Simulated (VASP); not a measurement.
# CeO2: single point with PBE

Crystal: CeO2.

```
Ce O
1.0
     0.00000    2.70365    2.70365
     2.70365    0.00000    2.70365
     2.70365    2.70365    0.00000
Ce O
1 2
Direct
  0.00000 0.00000 0.00000
  0.75000 0.75000 0.75000
  0.25000 0.25000 0.25000
```

| Property | Result |
| --- | --- |
| Program | VASP 6.6.1 |
| Task | single point |
| Functional | PBE |
| Potentials or basis | VASP PAW PBE potentials, release 64 (Ce, O) |
| Cutoff | 520 eV |
| k mesh | 9 × 9 × 9 |
| Occupations | fermi-dirac, width 0.05 eV |
| Spin | collinear spin, ferromagnetic start |
| Starting moments | [1.0, 0.0, 0.0] μB |

```
Pressure                                              : 5.9 GPa
Band gap on the k mesh                                : 2.02 eV (least direct gap 2.08 eV)
Net moment                                            : 0.00 μB per cell
Valence electrons inside the program's atomic spheres : Ce 9.70; O 5.02
```

Levels at points of the mesh, in eV from the valence-band top:
Spin up:
```tsv
k point	band 10	band 11	band 12	band 13	band 14	band 15
(0.00, 0.00, 0.00)	-0.58	-0.58	-0.58	2.33	2.33	2.33
```
Spin down:
| k point | band 9 | band 10 | band 11 | band 12 | band 13 | band 14 | band 15 | band 16 |
| --- | --- | --- | --- | --- | --- | --- | --- | --- |
| (0.00, 0.00, 0.00) | -3.85 | -0.58 | -0.58 | -0.58 | 2.33 | 2.33 | 2.33 | 2.58 |

Run time: 92 s on 1 thread of Intel Xeon 8259CL (shared host), peak memory 0.22 GiB.

Caveat: the magnetic or orbital state may not be the lowest; the cell stands under pressure; the moments typed at the start vanished in this run; spin-orbit coupling is left out, which moves the levels of the heavy elements; an odd mesh through Γ misses points on the zone boundary, where band edges can lie.
